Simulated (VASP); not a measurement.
Write the native input for VASP 6.6.1 that does the following.

| Item | Value |
| --- | --- |
| Task | single point |
| Functional | PBE |
| Potentials or basis | VASP PAW PBE potentials, release 64 (Li_sv, O) |
| Cutoff | 750 eV |
| k mesh | 7 × 7 × 7 |
| Occupations | gaussian, width 0.02 eV |
| Spin | no spin polarisation |
| Dipole correction | no |
| Further INCAR settings | ALGO = Normal; EDIFF = 1e-06; NBANDS = 13 |

The structure of Li2O lies in POSCAR:

```
Li2O
1.0
    0.0000000000      2.3050000000      2.2896333333
    2.3050000000      0.0000000000      2.2896333333
    2.3050000000      2.3050000000      0.0000000000
Li O
2 1
Direct
    0.2500000000      0.2500000000      0.2500000000
    0.7500000000      0.7500000000      0.7500000000
    0.0000000000      0.0000000000      0.0000000000
```

The input as run:

INCAR

```
SYSTEM = Li2O
  PREC = Accurate
  ENCUT = 750
  EDIFF = 1E-6
  ISMEAR = 0
  SIGMA = 0.02
  LREAL = .False.
  LASPH = .True.
  NELM = 120
  ALGO = Normal
  ISIF = 2
  LWAVE = .False.
  LCHARG = .False.
  GGA = PE
  NBANDS = 13
  GGA_COMPAT = .False.
```

KPOINTS

```
Automatic mesh
0
Gamma
  7 7 7
  0 0 0
```

Potentials or basis: VASP PAW PBE potentials, release 64 (Li_sv, O).

Launch:

```sh
$ cat potpaw_PBE.64/Li_sv/POTCAR potpaw_PBE.64/O/POTCAR > POTCAR
$ mpirun -np 1 vasp_std > vasp.out
```

Results of the run:

The pressure is 1.1 GPa and the band gap on the k mesh is 5.15 eV, indirect (least direct gap 5.35 eV).

It took 28 s on 1 thread of Intel(R) Xeon(R) Platinum 8488C (Sapphire Rapids), on a shared host, peak memory 0.16 GiB.
